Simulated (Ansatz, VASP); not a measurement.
# Ti in VASP and in Ansatz

INCAR

```
ALGO = Fast
EDIFF = 1E-7
ENCUT = 520
GGA = PE
ISIF = 2
ISMEAR = 0
LASPH = T
LCHARG = F
LREAL = F
LWAVE = F
NBANDS = 19
NELM = 100
PREC = Accurate
SIGMA = 0.15
```

The input KPOINTS:

```
k-points
0
Gamma
  14 14 14
```

The input POSCAR:

```
Ti
1.0
    0.0000000000     -3.2552372153      0.0000000000
   -3.2552372153      0.0000000000      0.0000000000
    0.0000000000      0.0000000000     -3.2552372153
Ti
2
Direct
    0.5474312592      0.5592890740      0.5000000000
   -0.0474312592     -0.0592890740      0.0000000000
```

Input for Ansatz:

```yaml
crystal:
  lattice:
    - [0.0, -3.2552372153, 0.0]
    - [-3.2552372153, 0.0, 0.0]
    - [0.0, 0.0, -3.2552372153]
  atoms:
    - { symbol: Ti, position: [0.5474312592, 0.559289074, 0.5] }
    - { symbol: Ti, position: [-0.0474312592, -0.059289074, 0.0] }
basis:
  ecutwfc: 520.0
kpoints:
  mp_grid: { grid: [14, 14, 14] }
hamiltonian:
  xc: pbe
  pseudopotentials: { kind: paw, azcp: { folder: soft_1 } }
scf:
  occupations: { method: gaussian, width: 0.15 }
output:
  forces: true
  stress: true
  eigenvalues: true
```

Change from the starting cell: mode 4 frozen in at -0.193 Å and mode 5 at -0.154 Å (largest displacements).

Alike in both runs: task single point; functional PBE; k mesh 14 × 14 × 14; occupations gaussian, width 0.15 eV; no spin polarisation.

|  | VASP | Ansatz |
| --- | --- | --- |
| version | VASP 6.6.1 | Ansatz 0.2.0 |
| potentials or method | VASP PAW PBE potentials, release 64 (Ti_sv), cutoff 520 eV | scalar-relativistic, plane waves, PAW |
| valence electrons in the cell | 24 | 24 |

```tsv
	VASP	Ansatz	Ansatz less VASP
gap on the k mesh at the Fermi level (eV)	none	none	-
pressure (GPa)	4.0	4.1	+0.09
traceless stress, the component that is largest in VASP (GPa)	5.15	5.13	-0.024
rms of the force components (eV/Å)	1.518	1.502	-0.0159
```

Atom by atom the forces differ by 0.016 eV/Å (rms over components). A gap of «none» marks a metal or a gap that the smearing closes.
